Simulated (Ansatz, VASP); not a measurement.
# Two plane-wave programs on K2IBr

The input INCAR:

```
PREC = Accurate
ENCUT = 520
EDIFF = 1E-6
ISMEAR = 0
SIGMA = 0.001
LREAL = False
LASPH = True
NELM = 80
ALGO = Normal
ISIF = 2
LWAVE = False
LCHARG = True
GGA = PS
LELF = True
LVHAR = True
NBANDS = 24
```

KPOINTS

```
Automatic mesh
0
Gamma
  4 4 4
```

POSCAR

```
K2IBr
1.0
    2.4182725708      1.3961903197      7.9198857774
   -2.4182725708      1.3961903197      7.9198857774
    0.0000000000     -2.7923806394      7.9198857774
Br I K
1 1 2
Direct
    1.0000000000      0.0000000000      0.0000000000
    0.5000000000      0.5000000000      0.5000000000
    0.2558971245      0.2558971245      0.2558971245
    0.7441028755      0.7441028755      0.7441028755
```

Input for Ansatz:

```yaml
crystal:
  lattice:
    - [2.4182725708, 1.3961903197, 7.9198857774]
    - [-2.4182725708, 1.3961903197, 7.9198857774]
    - [0.0, -2.7923806394, 7.9198857774]
  atoms:
    - { symbol: Br, position: [1.0, 0.0, 0.0] }
    - { symbol: I, position: [0.5, 0.5, 0.5] }
    - { symbol: K, position: [0.2558971245, 0.2558971245, 0.2558971245] }
    - { symbol: K, position: [0.7441028755, 0.7441028755, 0.7441028755] }
kpoints:
  mp_grid: { grid: [4, 4, 4] }
hamiltonian:
  xc: pbesol
scf:
  occupations: { method: gaussian, width: 0.001 }
  n_extra_bands: 5
output:
  forces: true
  stress: true
  eigenvalues: true
```

Alike in both runs: task single point; functional PBEsol; k mesh 4 × 4 × 4; occupations gaussian, width 0.001 eV; no spin polarisation.

|  | VASP | Ansatz |
| --- | --- | --- |
| version | VASP 6.6.1 | Ansatz 0.2.0 |
| potentials or method | VASP PAW PBE potentials, release 64 (Br, I, K_sv) | plane waves |
| plane-wave cutoff (eV) | 520 | 420 |
| valence electrons in the cell | 32 | 42 |

VASP gave:

| Property | Result |
| --- | --- |
| gap on the k mesh at the Fermi level (eV) | 3.69 |
| pressure (GPa) | -0.3 |
| rms of the force components (eV/Å) | 0.006 |

Q: Which values does Ansatz return?

A: gap on the k mesh at the Fermi level (eV): 3.69; pressure (GPa): -0.4; rms of the force components (eV/Å): 0.006.

VASP's potentials were made for PBE, not for PBEsol. Atom by atom the forces differ by 0.000 eV/Å (rms over components). With one functional, cell and mesh, what is left measures potentials, basis and numerics. VASP's potentials hold 32 valence electrons a cell and Ansatz's 42, so a difference there can come from the potentials and not from the codes.

Neither program's run includes spin-orbit coupling.
